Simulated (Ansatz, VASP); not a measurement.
Sn4Se in VASP and in Ansatz

```
CELL_PARAMETERS angstrom
0.00000 4.37534 4.37534
4.37534 0.00000 4.37534
4.37534 4.37534 0.00000
ATOMIC_POSITIONS crystal
Sn 0.87488 0.87488 0.87488
Sn 0.87488 0.87488 0.37537
Sn 0.87488 0.37537 0.87488
Sn 0.37537 0.87488 0.87488
Se 0.25000 0.25000 0.25000
```

Alike in both runs: functional PBE; k mesh 4 × 4 × 4; occupations gaussian, width 0.1 eV; no spin polarisation.

Ansatz relaxed the structure, and its values are those at the end. VASP's run is a single point on that final structure, the one shown.

```csv
,VASP,Ansatz
version,VASP 6.6.1,Ansatz 0.2.0
potentials or method,"VASP PAW PBE potentials, release 64 (Sn_d, Se), cutoff 520 eV","scalar-relativistic, plane waves, PAW"
valence electrons in the cell,62,72
```

|  | VASP | Ansatz | Ansatz less VASP |
| --- | --- | --- | --- |
| gap on the k mesh at the Fermi level (eV) | none | none | - |
| pressure (GPa) | -0.1 | -0.1 | +0.04 |

A gap of «none» marks a metal or a gap that the smearing closes. VASP's potentials hold 62 valence electrons a cell and Ansatz's 72, so a difference there can come from the potentials and not from the codes.
